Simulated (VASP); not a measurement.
# Au (I4/mmm) in VASP: notebook, part 3 of 3

VASP 6.6.1. Earlier steps stand in the parts before.

## 6. Single point, PBEsol (strain +0.000 along x and y, +0.025 along z)

Input file INCAR:

```
ALGO = Normal
EDIFF = 1E-6
ENCUT = 520
GGA = PS
ISIF = 2
ISMEAR = 0
LASPH = T
LCHARG = F
LREAL = F
LWAVE = F
NBANDS = 12
NELM = 100
PREC = Accurate
SIGMA = 0.15
```

Input file KPOINTS:

```
k-points
0
Gamma
  20 20 20
```

Input file POSCAR:

```
Au
1.0
   -1.6572690000      1.6572690000      1.6987007250
    1.6572690000     -1.6572690000      1.6987007250
    1.6572690000      1.6572690000     -1.6987007250
Au
1
Direct
    0.0000000000      0.0000000000      0.0000000000
```

Potentials or basis: VASP PAW PBE potentials, release 64 (Au).

Run with:

```bash
$ cat potpaw_PBE.64/Au/POTCAR > POTCAR
$ mpirun -np 1 vasp_std > vasp.out
```

OUTCAR:

```text
EDIFF = 1E-6
   ENCUT = 520
   GGA = PS
   ISIF = 2
   ISMEAR = 0
   LASPH = T
   LREAL = F
   NELM = 100
   PREC = Accurate

 ion  position               nearest neighbor table
   1  0.000  0.000  0.000-

  LATTYP: Found a body centered tetragonal cell.
 ALAT       =     3.3145380000
 C/A-ratio  =     1.0250000000

  Lattice vectors:

 A1 = (  -1.6572690000,   1.6572690000,   1.6987007250)
 A2 = (   1.6572690000,  -1.6572690000,   1.6987007250)
 A3 = (   1.6572690000,   1.6572690000,  -1.6987007250)

Analysis of symmetry for initial positions (statically):
=====================================================================
 Subroutine PRICEL returns:
 Original cell was already a primitive cell.

 Routine SETGRP: Setting up the symmetry group for a
 body centered tetragonal supercell.

 Subroutine GETGRP returns: Found 16 space group operations
 (whereof 16 operations were pure point group operations)
 out of a pool of 16 trial point group operations.

The static configuration has the point symmetry D_4h.

Analysis of symmetry for dynamics (positions and initial velocities):
=====================================================================
 Subroutine PRICEL returns:
 Original cell was already a primitive cell.

 Routine SETGRP: Setting up the symmetry group for a
 body centered tetragonal supercell.

 Subroutine GETGRP returns: Found 16 space group operations
 (whereof 16 operations were pure point group operations)
 out of a pool of 16 trial point group operations.

The dynamic configuration has the point symmetry D_4h.

 Subroutine INISYM returns: Found 16 space group operations
 (whereof 16 operations are pure point group operations),
 and found     1 'primitive' translations

----------------------------------------------------------------------------------------

                                     Primitive cell

[... 109 lines left out ...]
  volume/ion in A,a.u.               =      18.66       125.94
  Fermi-wavevector in a.u.,A,eV,Ry     =   1.372624  2.593882 25.634673  1.884095
  Thomas-Fermi vector in A             =   2.498214
   LORBIT       =      0    0 simple, 1 ext, 2 COOP (PROOUT), +10 PAW based schemes
   GGA     = PS    functional components
   LHFCALC =     F    Hartree Fock is set to
   AEXX    =    0.0000 exact exchange contribution
   IVDW    =     0    specifies the selected vdW correction
   LEPSILON=     F    determine dielectric tensor
   LRPA    =     F    only Hartree local field effects (RPA)
 non-spin polarized calculation
 Gauss-broadening in eV      SIGMA  =   0.15
  energy-cutoff  :      520.00
  volume of cell :       18.66
 maximum number of plane-waves:       531
 NGX is ok and might be reduce to    24
   NGX = 11   NGY = 11   NGZ = 11

 number of electron      11.0000000 magnetization

 Free energy of the ion-electron system (eV)
  ---------------------------------------------------
  ext. energy  EPLUGINS =         0.00000000
  ---------------------------------------------------
  free energy    TOTEN  =        -3.83647445 eV

  energy without entropy =       -3.83296930  energy(sigma->0) =       -3.83472188

 E-fermi :   7.8651     XC(G=0): -12.3549

 val. band max:        7.8390121114   @ k =  -0.2000   0.4000   0.2000
 cond. band min:       7.8677177282   @ k =   0.5000   0.4000   0.0500
 fundamental gap:      0.0287056167
 Fermi energy:         7.8650560777

 k-point     1 :       0.0000    0.0000    0.0000
  band No.  band energies     occupation
      1      -1.1490      2.00000
      2       3.4084      2.00000
      3       3.4084      2.00000
      4       3.5466      2.00000
      5       5.0529      2.00000
      6       5.2112      2.00000
      7      24.0237      0.00000
      8      24.4218      0.00000
      9      24.4218      0.00000
     10      30.0564      0.00000
     11      30.7726      0.00000
     12      30.7726      0.00000
[... 331 lines left out ...]
 k-point    24 :      -0.3500    0.0500    0.0000
  band No.  band energies     occupation
      1       1.2560      2.00000
      2       2.8066      2.00000
      3       4.1194      2.00000
      4       4.8614      2.00000
      5       5.2800      2.00000
      6       5.6011      2.00000
      7      16.0557      0.00000
      8      21.3702      0.00000
      9      23.0686      0.00000
     10      27.4971      0.00000
     11      28.2949      0.00000
     12      30.0222      0.00000

 [... further k-points ...]
[... 5 lines left out ...]
  --------------------------------------------------------------------------------------
  -------------------------------------------------------------------------------------
  Total       -1.4283556     -1.4283556     -1.4103951      0.0000000     -0.0000000      0.0000000
  in kB     -122.6264236   -122.6264236   -121.0844850      0.0000000     -0.0000000      0.0000000
  external PRESSURE =    -122.1124441 kB  Pullay stress =       0.0000000 kB

 VOLUME and BASIS-vectors are now :
 -----------------------------------------------------------------------------
  energy-cutoff  :      520.00
  volume of cell :       18.66
      direct lattice vectors                 reciprocal lattice vectors
    -1.657269000  1.657269000  1.698700725     0.000000000  0.301701172  0.294342607
     1.657269000 -1.657269000  1.698700725     0.301701172  0.000000000  0.294342607
     1.657269000  1.657269000 -1.698700725     0.301701172  0.301701172  0.000000000

 POSITION                                       TOTAL-FORCE (eV/Angst)
 -----------------------------------------------------------------------------------
      0.00000      0.00000      0.00000        -0.000000      0.000000      0.000000
 -----------------------------------------------------------------------------------
    total drift:                                0.000000      0.000000     -0.000000

  FREE ENERGIE OF THE ION-ELECTRON SYSTEM (eV)
  ---------------------------------------------------
  free  energy   TOTEN  =        -3.8364744496 eV

  energy  without entropy=       -3.8329693033  energy(sigma->0) =       -3.83472188
```

OSZICAR:

```text
N       E                     dE             d eps       ncg     rms          rms(c)
DAV:   1     0.484414805439E+02    0.48441E+02   -0.54694E+03 15904   0.805E+02
DAV:   2    -0.347534396227E+01   -0.51917E+02   -0.48896E+02 18136   0.183E+02
DAV:   3    -0.417944054816E+01   -0.70410E+00   -0.70352E+00 18268   0.206E+01
DAV:   4    -0.418182953169E+01   -0.23890E-02   -0.23889E-02 17448   0.139E+00
DAV:   5    -0.418184803491E+01   -0.18503E-04   -0.18504E-04 18092   0.117E-01    0.707E+00
DAV:   6    -0.385516820832E+01    0.32668E+00   -0.10205E+00 16344   0.775E+00    0.462E+00
DAV:   7    -0.383907431184E+01    0.16094E-01   -0.48749E-02 17752   0.170E+00    0.257E+00
DAV:   8    -0.383648702914E+01    0.25873E-02   -0.92748E-04 17104   0.267E-01    0.264E-01
DAV:   9    -0.383647076501E+01    0.16264E-04   -0.80701E-06 16840   0.247E-02    0.166E-02
DAV:  10    -0.383647449288E+01   -0.37279E-05   -0.14089E-06 17388   0.107E-02    0.457E-03
DAV:  11    -0.383647444962E+01    0.43260E-07   -0.70070E-08  8672   0.206E-03
   1 F= -.38364744E+01 E0= -.38347219E+01  d E =-.350515E-02
```

stdout:

```text
POSCAR found type information on POSCAR Au
 POSCAR found :  1 types and       1 ions
 scaLAPACK will be used
 -----------------------------------------------------------------------------
|                                                                             |
|                                                                             |
|     You enforced a specific xc type in the INCAR file but a different       |
|     I HOPE YOU KNOW WHAT YOU ARE DOING!                                     |
|                                                                             |
 -----------------------------------------------------------------------------

 LDA part: xc-table for (Slater+PW92), standard interpolation
 POSCAR, INCAR and KPOINTS ok, starting setup
 FFT: planning ... GRIDC
 FFT: planning ... GRID_SOFT
 FFT: planning ... GRID
 WAVECAR not read
 entering main loop
```

Run time: 30 s. Hardware: 1 thread of Intel Xeon 6975P-C (Granite Rapids), shared host; peak memory 0.25 GiB.

What came out:

```yaml
Free_energy: -3.8365 eV
Pressure: -12.2 GPa
```

Stress tensor (GPa, compression positive):
```
-12.26   0.00   0.00
  0.00 -12.26   0.00
  0.00   0.00 -12.11
```

Caveat: the cell differs from its parent crystal (strain +0.000 along x and y, +0.025 along z); the PAW data sets were made with another functional, which shifts forces and pressure a little; spin-orbit coupling is left out, which moves the levels of the heavy elements.

## 7. The runs side by side

```tsv
cell	gap on the mesh (eV)	pressure (GPa)
a = 2.751 Å, angles 110.2, 110.2, 108.1°, 1 atom	none	12.5
a = 2.776 Å, angles 110.9, 110.9, 106.7°, 1 atom	none	6.8
a = 2.775 Å, angles 108.8, 108.8, 110.9°, 1 atom	none	6.7
a = 2.847 Å, angles 110.8, 110.8, 106.7°, 1 atom	none	-6.4
a = 2.895 Å, angles 110.1, 110.1, 108.1°, 1 atom	none	-12.2
```

Alike in all rows: task single point; level PBEsol; potentials or basis VASP PAW PBE potentials, release 64 (Au); no spin polarisation; k mesh 20 × 20 × 20; cutoff (eV) 520; smearing gaussian 0.15 eV.

Caveats: the PAW data sets were made with another functional, which shifts forces and pressure a little; spin-orbit coupling is left out, which moves the levels of the heavy elements.

Total energies depend on the potentials used, so only differences within one code and one set of settings carry meaning.
